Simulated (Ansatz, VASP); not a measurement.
Two plane-wave programs on SnO2

```
Sn O
1.0
     4.78800    0.00000    0.00000
     0.00000    4.86658    0.00000
     0.00000    0.00000    3.24090
Sn O
2 4
Direct
  0.50000 0.50000 0.50000
  0.00000 0.00000 0.00000
  0.29185 0.32104 0.00000
  0.79185 0.17896 0.50000
  0.20814 0.82104 0.50000
  0.70815 0.67896 0.00000
```

Alike in both runs: task single point; functional PBE; k mesh 8 × 8 × 12; occupations gaussian, width 0.05 eV; no spin polarisation.

|  | VASP | Ansatz |
| --- | --- | --- |
| version | VASP 6.6.1 | Ansatz 0.2.0 |
| potentials or method | VASP PAW PBE potentials, release 64 (Sn_d, O), cutoff 520 eV | scalar-relativistic, plane waves, PAW |
| valence electrons in the cell | 52 | 52 |

|  | VASP | Ansatz | Ansatz less VASP |
| --- | --- | --- | --- |
| gap on the k mesh at the Fermi level (eV) | 0.80 | 0.81 | +0.011 |
| pressure (GPa) | 0.1 | -0.5 | -0.60 |
| traceless stress, the component that is largest in VASP (GPa) | 0.12 | 0.21 | +0.090 |
| rms of the force components (eV/Å) | 0.031 | 0.034 | +0.0026 |

Atom by atom the forces differ by 0.008 eV/Å (rms over components).
